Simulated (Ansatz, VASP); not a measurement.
**Hf in VASP and in Ansatz**

```xyz
1
Lattice="-1.8923 1.8060 1.8060 1.8060 -1.8923 1.8060 1.8060 1.8060 -1.8923" Properties=species:S:1:pos:R:3 pbc="T T T"
Hf    0.0000    0.0000    0.0000
```

Alike in both runs: task single point; functional PBEsol; k mesh 20 × 20 × 20; occupations gaussian, width 0.15 eV; no spin polarisation.

|  | VASP | Ansatz |
| --- | --- | --- |
| version | VASP 6.6.1 | Ansatz 0.2.0 |
| potentials or method | VASP PAW PBE potentials, release 64 (Hf_pv), cutoff 520 eV | scalar-relativistic, plane waves, PAW |
| valence electrons in the cell | 10 | 26 |

Ansatz gave:

| Property | Result |
| --- | --- |
| gap on the k mesh at the Fermi level (eV) | none |
| pressure (GPa) | -8.9 |
| traceless stress, the component that is largest in VASP (GPa) | 1.68 |

Which values does VASP return?

gap on the k mesh at the Fermi level (eV): none; pressure (GPa): -9.2; traceless stress, the component that is largest in VASP (GPa): 1.66.

VASP's potentials were made for PBE, not for PBEsol. A gap of «none» marks a metal or a gap that the smearing closes. VASP's potentials hold 10 valence electrons a cell and Ansatz's 26, so a difference there can come from the potentials and not from the codes.

Neither program's run includes spin-orbit coupling.
